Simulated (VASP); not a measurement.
A run of VASP 6.6.1:

Contents of INCAR:

```
PREC = Accurate
ENCUT = 520
EDIFF = 1E-6
ISMEAR = 0
SIGMA = 0.1
LREAL = F
LASPH = T
NELM = 60
ALGO = Normal
ISIF = 2
LWAVE = F
LCHARG = F
GGA = PE
NBANDS = 14
```

KPOINTS

```
regular mesh
0
Gamma
  6 6 6
```

Contents of POSCAR:

```
TeF
1.0
    3.6960213800      0.0000000000      0.0000000000
    0.0000000000      3.6960213800      0.0000000000
    0.0000000000      0.0000000000      3.6960213800
Te F
1 1
Direct
    0.0000000000      0.0000000000      0.0000000000
    0.5000000000      0.5000000000      0.5000000000
```

Potentials or basis: VASP PAW PBE potentials, release 64 (Te, F).

Launch:

```console
$ cat potpaw_PBE.64/Te/POTCAR potpaw_PBE.64/F/POTCAR > POTCAR
$ mpirun -np 1 vasp_std > vasp.out
```

Hardware: 1 thread of Intel(R) Xeon(R) Platinum 8488C (Sapphire Rapids), on a shared host.

Question: How long does it take, and how much memory?

Answer: Wall time 10 s on 1 thread of Intel(R) Xeon(R) Platinum 8488C (Sapphire Rapids), on a shared host, peak memory 0.15 GiB. Counts: scf iterations 17, k points 20.
